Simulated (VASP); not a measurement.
Here is a VASP 6.6.1 calculation.

The input INCAR:

```
SYSTEM = MnHg
PREC     = Accurate       ! precision mode
ENCUT    = 520            ! plane-wave cutoff, eV
EDIFF    = 1E-6           ! SCF threshold, eV
ISMEAR   = -1             ! smearing method
SIGMA    = 0.1            ! smearing width, eV
LREAL    = .False.        ! projectors in reciprocal space
LASPH    = .True.         ! aspherical terms in the spheres
NELM     = 150            ! most SCF steps
ALGO     = Normal         ! electronic algorithm
ISIF     = 2              ! what is computed and relaxed
LWAVE    = .False.        ! write WAVECAR
LCHARG   = .False.        ! write CHGCAR
ISPIN    = 2              ! spin polarisation
MAGMOM   = 0 0 4.5 4.5    ! initial moments
LORBIT   = 11             ! projections on sites
LMAXMIX  = 4              ! l up to which the mixer works
GGA      = CA             ! functional
NBANDS   = 37             ! bands
```

File KPOINTS:

```
Automatic mesh
0
Gamma
  6 8 6
  0 0 0
```

The input POSCAR:

```
MnHg
1.0
   -3.3250000000      0.0000000000     -3.3250000000
    0.0000000000     -3.3250000000      0.0000000000
   -3.3250000000      0.0000000000      3.3250000000
Hg Mn
2 2
Direct
    0.0000000000      0.0000000000      0.0000000000
    0.5000000000      0.0000000000      0.5000000000
    0.0000000000      0.5000000000      0.5000000000
    0.5000000000      0.5000000000      0.0000000000
```

Potentials or basis: VASP PAW LDA potentials, release 64 (Hg, Mn_pv).

Launch:

```console
$ cat potpaw_LDA.64/Hg/POTCAR potpaw_LDA.64/Mn_pv/POTCAR > POTCAR
$ mpirun -np 1 vasp_std > vasp.out
```

**Question.** What does it give for the site moments?

**Answer.** Hg -0.04; Mn +3.64 μB.

**Question.** Predict the net moment.

**Answer.** 7.51 μB per cell.

**Question.** What does it give for the pressure?

**Answer.** -10.3 GPa.

Stress tensor (GPa, compression positive):
```
-10.42   0.00   0.00
  0.00  -9.94   0.00
  0.00   0.00 -10.42
```

Caveat: the cell stands under tension.
